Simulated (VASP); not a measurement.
# Zr (P6_3/mmc) in VASP: relaxation of cell and atoms with PBE

Aim: the relaxation of cell and atoms of Zr with PBE.

Program: VASP 6.6.1. These are calculated values, not measurements. Logs are shortened: lines on timing, memory, paths and dates and some standing lists are left out, and cuts for length are marked.

### Step 1. The cell of the first run

The structure is hexagonal, space group P6_3/mmc (No. 194). The conventional cell has a = 3.232 Å, b = 3.232 Å, c = 5.147 Å, α = 90.00°, β = 90.00°, γ = 120.00°. Within 4.2 Å of Zr (site symmetry -6m2) lie 12 Zr at 3.18 to 3.23 Å.

### Step 2. Relaxation of cell and atoms, PBE

INCAR

```
SYSTEM = Zr
PREC = Accurate ; ENCUT = 600
EDIFF = 1E-6 ; ISMEAR = -1
SIGMA = 0.05 ; LREAL = .FALSE.
LASPH = .TRUE. ; NELM = 60
ALGO = Normal ; ISIF = 3
LWAVE = .FALSE. ; LCHARG = .FALSE.
GGA = PE ; IBRION = 2
NSW = 100 ; EDIFFG = -0.005
ISYM = 0
```

KPOINTS

```
Automatic mesh
0
Gamma
  12 12 7
  0.5 0.5 0.5
```

POSCAR

```
Zr
1.0
    3.2320000000      0.0000000000      0.0000000000
   -1.6160000000      2.7989941050      0.0000000000
    0.0000000000      0.0000000000      5.1470000000
Zr
2
Direct
    0.3333333333      0.6666666667      0.2500000000
    0.6666666667      0.3333333333      0.7500000000
```

Potentials or basis: VASP PAW PBE potentials, release 64 (Zr_sv).

The run is started by

```bash
> cat potpaw_PBE.64/Zr_sv/POTCAR > POTCAR
> mpirun -np 1 vasp_std > vasp.out
```

OUTCAR:

```text
SYSTEM = Zr
   PREC = Accurate
   ENCUT = 600
   EDIFF = 1E-6
   ISMEAR = -1
   LREAL = .FALSE.
   LASPH = .TRUE.
   NELM = 60
   ISIF = 3
   GGA = PE
   IBRION = 2
   NSW = 100
   EDIFFG = -0.005
   ISYM = 0

 ion  position               nearest neighbor table
   1  0.333  0.667  0.250-   2 3.18   2 3.18   2 3.18   2 3.18   2 3.18   2 3.18
   2  0.667  0.333  0.750-   1 3.18   1 3.18   1 3.18   1 3.18   1 3.18   1 3.18

IMPORTANT INFORMATION: All symmetrisations will be switched off!
NOSYMM: (Re-)initialisation of all symmetry stuff for point group C_1.

----------------------------------------------------------------------------------------

                                     Primitive cell

  volume of cell :      46.5616

  direct lattice vectors                    reciprocal lattice vectors
     3.232000000  0.000000000  0.000000000     0.309405941  0.178635603  0.000000000
    -1.616000000  2.798994105  0.000000000     0.000000000  0.357271206  0.000000000
     0.000000000  0.000000000  5.147000000     0.000000000  0.000000000  0.194287935

  length of vectors
     3.232000000  3.232000000  5.147000000     0.357271206  0.357271206  0.194287935

  position of ions in fractional coordinates (direct lattice)
     0.333333333  0.666666667  0.250000000
     0.666666667  0.333333333  0.750000000

  ion indices of the primitive-cell ions
   primitive index   ion index
                 1           1
                 2           2

----------------------------------------------------------------------------------------

 KPOINTS: Automatic mesh

Automatic generation of k-mesh.
 Grid dimensions read from file:
 generate k-points for:   12   12    7

 Generating k-lattice:

  Cartesian coordinates                     Fractional coordinates (reciprocal lattice)
     0.025783828  0.014886300  0.000000000     0.083333333 -0.000000000  0.000000000
     0.000000000  0.029772601  0.000000000     0.000000000  0.083333333  0.000000000
     0.000000000  0.000000000  0.027755419     0.000000000  0.000000000  0.142857143

  Length of vectors
     0.029772601  0.029772601  0.027755419

  Shift w.r.t. Gamma in fractional coordinates (k-lattice)
     0.500000000  0.500000000  0.500000000

 Subroutine IBZKPT returns following result:
 ===========================================

 Found   1512 irreducible k-points:

 Following reciprocal coordinates:
            Coordinates               Weight
  0.041667  0.041667  0.071429      2.000000
 -0.041667  0.083333  0.071429      2.000000
 -0.083333  0.041667  0.071429      2.000000
 -0.041667 -0.041667  0.071429      2.000000
  0.041667 -0.083333  0.071429      2.000000
  0.083333 -0.041667  0.071429      2.000000
[... 16 lines left out ...]
  0.041667 -0.250000  0.071429      2.000000
  0.250000 -0.208333  0.071429      2.000000
 [... further k-points ...]
   k-points           NKPTS =   1512   k-points in BZ     NKDIM =   1512   number of bands    NBANDS=     16
   number of dos      NEDOS =    301   number of ions     NIONS =      2
   total plane-waves  NPLWV =  32928
   dimension x,y,z NGX =    28 NGY =   28 NGZ =   42
   dimension x,y,z NGXF=    56 NGYF=   56 NGZF=   84
   ions per type =               2
   NGX,Y,Z   is equivalent  to a cutoff of  14.40, 14.40, 13.57 a.u.
   NGXF,Y,Z  is equivalent  to a cutoff of  28.80, 28.80, 27.13 a.u.
 SYSTEM =  Zr
   PREC   = accura    normal or accurate (medium, high low for compatibility)
   ISTART =      0    job   : 0-new  1-cont  2-samecut
   ICHARG =      2    charge: 1-file 2-atom 10-const
   ISPIN  =      1    spin polarized calculation?
   LNONCOLLINEAR =      F non collinear calculations
   LSORBIT =      F    spin-orbit coupling
   LASPH  =      T    aspherical Exc in radial PAW
   ENCUT  =  600.0 eV  44.10 Ry    6.64 a.u.   6.46  6.46 10.28*2*pi/ulx,y,z
   NELM   =     60;   NELMIN=  2; NELMDL= -5     # of ELM steps
   EDIFF  = 0.1E-05   stopping-criterion for ELM
   LREAL  =      F    real-space projection
   EDIFFG = -.5E-02   stopping-criterion for IOM
   NSW    =    100    number of steps for IOM
   IBRION =      2    ionic relax: 0-MD 1-quasi-New 2-CG
   NFREE  =      1    steps in history (QN), initial steepest desc. (CG)
   ISIF   =      3    stress and relaxation
   ISYM   =      0    0-nonsym 1-usesym 2-fastsym
   POTIM  = 0.5000    time-step for ionic-motion
   TEBEG  =    0.0;   TEEND  =   0.0 temperature during run
   PSTRESS=    0.0 pullay stress
   NELECT =      24.0000    total number of electrons
   NUPDOWN=      -1.0000    fix difference up-down
   EMIN   =  10.00;   EMAX   =-10.00  energy-range for DOS
   EFERMI =   0.00;   METHOD = LEGACY
   ISMEAR =    -1;   SIGMA  =   0.05  broadening in eV -4-tet -1-fermi 0-gaus
   EFERMI_NEDOS =   21; number of points for ismear=-14 and -15
   IALGO  =     38    algorithm
   IMIX   =      4    mixing-type and parameters
     AMIX     =   0.40;   BMIX     =  1.00
     AMIX_MAG =   1.60;   BMIX_MAG =  1.00
  volume/ion in A,a.u.               =      23.28       157.11
  Fermi-wavevector in a.u.,A,eV,Ry     =   1.312611  2.480475 23.442130  1.722948
  Thomas-Fermi vector in A             =   2.442991
   LORBIT       =      0    0 simple, 1 ext, 2 COOP (PROOUT), +10 PAW based schemes
   GGA     = PE    functional components
   LHFCALC =     F    Hartree Fock is set to
   AEXX    =    0.0000 exact exchange contribution
   IVDW    =     0    specifies the selected vdW correction
   LEPSILON=     F    determine dielectric tensor
   LRPA    =     F    only Hartree local field effects (RPA)
 conjugate gradient relaxation of ions
 non-spin polarized calculation
  energy-cutoff  :      600.00
  volume of cell :       46.56
 maximum number of plane-waves:      1582
 NGX is ok and might be reduce to    28
   NGX = 13   NGY = 13   NGZ = 21

--------------------------------------- Ionic step        1  -------------------------------------------

 number of electron      24.0000000 magnetization

 Free energy of the ion-electron system (eV)
  ---------------------------------------------------
  ext. energy  EPLUGINS =         0.00000000
  ---------------------------------------------------
  free energy    TOTEN  =       -17.04924110 eV

  energy without entropy =      -17.03295425  energy(sigma->0) =      -17.04109767

------------------------ aborting loop because EDIFF is reached ----------------------------------------

  FORCE on cell =-STRESS in cart. coord.  units (eV):
  Direction    XX          YY          ZZ          XY          YZ          ZX
  --------------------------------------------------------------------------------------
  -------------------------------------------------------------------------------------
  Total        0.0970407      0.0970695      0.2535293     -0.0000045      0.0000031     -0.0000040
  in kB        3.3391568      3.3401481      8.7239100     -0.0001534      0.0001070     -0.0001387
  external PRESSURE =       5.1344050 kB  Pullay stress =       0.0000000 kB

 VOLUME and BASIS-vectors are now :
 -----------------------------------------------------------------------------
  energy-cutoff  :      600.00
  volume of cell :       46.56
      direct lattice vectors                 reciprocal lattice vectors
     3.232000000  0.000000000  0.000000000     0.309405941  0.178635603  0.000000000
    -1.616000000  2.798994105  0.000000000     0.000000000  0.357271206  0.000000000
     0.000000000  0.000000000  5.147000000     0.000000000  0.000000000  0.194287935
[... 109 lines left out ...]
 POSITION                                       TOTAL-FORCE (eV/Angst)
 -----------------------------------------------------------------------------------
     -0.00000      1.86661      1.29252         0.000000      0.000000     -0.000000
      1.61653      0.93331      3.87756        -0.000000     -0.000000      0.000000
 -----------------------------------------------------------------------------------
    total drift:                               -0.000000     -0.000000     -0.000000

  FREE ENERGIE OF THE ION-ELECTRON SYSTEM (eV)
  ---------------------------------------------------
  free  energy   TOTEN  =       -17.0498513678 eV

  energy  without entropy=      -17.0335172257  energy(sigma->0) =      -17.04168430

--------------------------------------- Ionic step        5  -------------------------------------------

 number of electron      24.0000000 magnetization

 Free energy of the ion-electron system (eV)
  ---------------------------------------------------
  ext. energy  EPLUGINS =         0.00000000
  ---------------------------------------------------
  free energy    TOTEN  =       -17.04986290 eV

  energy without entropy =      -17.03351106  energy(sigma->0) =      -17.04168698

 E-fermi :   8.9456     XC(G=0): -11.0601

 val. band max:        8.9249537438   @ k =   0.4583  -0.2500   0.5000
 cond. band min:       8.9505812576   @ k =   0.1667  -0.0417  -0.0714
 fundamental gap:      0.0256275138
 Fermi energy:         8.9456319834

 k-point     1 :       0.0417    0.0417    0.0714
  band No.  band energies     occupation
      1     -39.8996      2.00000
      2     -39.7581      2.00000
      3     -18.3910      2.00000
      4     -17.5923      2.00000
      5     -17.5707      2.00000
      6     -17.4743      2.00000
[... 8 lines left out ...]
     15      10.3683      0.00000
     16      10.5755      0.00000
[... 419 lines left out ...]
 k-point    24 :       0.2500   -0.2083    0.0714
  band No.  band energies     occupation
      1     -39.8525      2.00000
      2     -39.7397      2.00000
      3     -18.2633      2.00000
      4     -17.8580      2.00000
      5     -17.7485      2.00000
      6     -17.6480      2.00000
[... 8 lines left out ...]
     15      10.3911      0.00000
     16      11.1704      0.00000

 [... further k-points ...]

------------------------ aborting loop because EDIFF is reached ----------------------------------------

  FORCE on cell =-STRESS in cart. coord.  units (eV):
  Direction    XX          YY          ZZ          XY          YZ          ZX
  --------------------------------------------------------------------------------------
  -------------------------------------------------------------------------------------
  Total       -0.0029912     -0.0029947      0.0042167      0.0000003     -0.0000002      0.0000004
  in kB       -0.1024256     -0.1025451      0.1443875      0.0000089     -0.0000072      0.0000121
  external PRESSURE =      -0.0201944 kB  Pullay stress =       0.0000000 kB

 VOLUME and BASIS-vectors are now :
 -----------------------------------------------------------------------------
  energy-cutoff  :      600.00
  volume of cell :       46.79
      direct lattice vectors                 reciprocal lattice vectors
     3.231850135  0.000000027 -0.000000074     0.309420287  0.178643861  0.000000004
    -1.615925044  2.798864660  0.000000079    -0.000000003  0.357287728 -0.000000005
    -0.000000117  0.000000076  5.172700902     0.000000004 -0.000000003  0.193322602

 POSITION                                       TOTAL-FORCE (eV/Angst)
 -----------------------------------------------------------------------------------
     -0.00000      1.86591      1.29318        -0.000000      0.000000     -0.000000
      1.61592      0.93295      3.87953         0.000000     -0.000000      0.000000
 -----------------------------------------------------------------------------------
    total drift:                                0.000000     -0.000000     -0.000000

  FREE ENERGIE OF THE ION-ELECTRON SYSTEM (eV)
  ---------------------------------------------------
  free  energy   TOTEN  =       -17.0498628969 eV

  energy  without entropy=      -17.0335110583  energy(sigma->0) =      -17.04168698

 reached required accuracy - stopping structural energy minimisation
```

It took 75 min on 1 thread of Oxide Virtual Turin-like, shared host; peak memory 1.1 GiB.

Results:

- Free energy: -17.0499 eV
- Relaxed volume: 23.39 Å³/atom
- Relaxed cell: a = 3.232 Å, b = 3.232 Å, c = 5.173 Å, α = 90.00°, β = 90.00°, γ = 120.00°
- Space group after relaxing (to 0.1 Å): P6_3/mmc (No. 194)
- Energy gained by relaxing: 0.3 meV/atom
- Ionic steps: 5
- Pressure after relaxing: 0.0 GPa
- Band gap on the k mesh: zero (bands 12 and 13 overlap by 1.13 eV)

Step by step:
```tsv
step	energy change (eV)	largest force (eV/Å)	pressure (GPa)	volume (Å³)
1	0.0000	0.0000	0.51	46.56
2	-0.0001	0.0000	-0.53	47.07
3	-0.0005	0.0000	-0.06	46.83
4	-0.0006	0.0000	-0.02	46.80
5	-0.0006	0.0000	0.00	46.79
```

Final structure:
```cif
data_structure
_symmetry_space_group_name_H-M 'P 1'
_symmetry_Int_Tables_number 1
_cell_length_a 3.2319
_cell_length_b 3.2319
_cell_length_c 5.1727
_cell_angle_alpha 90.000
_cell_angle_beta 90.000
_cell_angle_gamma 120.000
_cell_volume 46.79
loop_
_atom_site_label
_atom_site_type_symbol
_atom_site_fract_x
_atom_site_fract_y
_atom_site_fract_z
_atom_site_occupancy
Zr1 Zr 0.33333 0.66667 0.25000 1
Zr2 Zr 0.66667 0.33333 0.75000 1
```

Levels at points of the mesh, in eV from the Fermi level:
```
           k point  band 8  band 9  band 10  band 11  band 12  band 13  band 14  band 15  band 16
(0.04, 0.04, 0.07)  -26.38   -5.47    -2.89     0.49     0.72     0.97     1.17     1.42     1.63
```

PBE usually gives volumes a little too large and moduli too small. Zero-point motion and thermal expansion aren't in these numbers.

The gap in the log of VASP goes by the Fermi energy; the results here count the filled bands.